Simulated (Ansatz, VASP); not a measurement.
Two plane-wave programs on BP

```xyz
2
Lattice="0.0000 2.2661 2.2661 2.2661 0.0000 2.2661 2.2661 2.2661 0.0000" Properties=species:S:1:pos:R:3 pbc="T T T"
B     0.0000    0.0000    0.0000
P     3.3991    3.3991    3.3991
```

Alike in both runs: task relaxation of cell and atoms; functional LDA; k mesh 10 × 10 × 10; occupations gaussian, width 0.02 eV; no spin polarisation.

|  | VASP | Ansatz |
| --- | --- | --- |
| version | VASP 6.6.1 | Ansatz 0.2.0 |
| potentials or method | VASP PAW LDA potentials, release 64 (B, P), cutoff 500 eV | scalar-relativistic, plane waves, PAW |
| valence electrons in the cell | 8 | 8 |

VASP gave:

```
gap on the k mesh at the Fermi level, each at its own relaxed structure (eV) : 1.15
relaxed volume (Å³/atom)                                                     : 11.31
relaxed cell length with the largest relative difference (Å)                 : 3.175
```

Problem. Which values does Ansatz return?

Solution. gap on the k mesh at the Fermi level, each at its own relaxed structure (eV): 1.15; relaxed volume (Å³/atom): 11.32; relaxed cell length with the largest relative difference (Å): 3.175.

Ansatz warns that its potentials were made for another functional, while VASP's fit it. LDA's correlation is that of Perdew and Zunger in VASP and of Perdew and Wang (1992) in Ansatz.
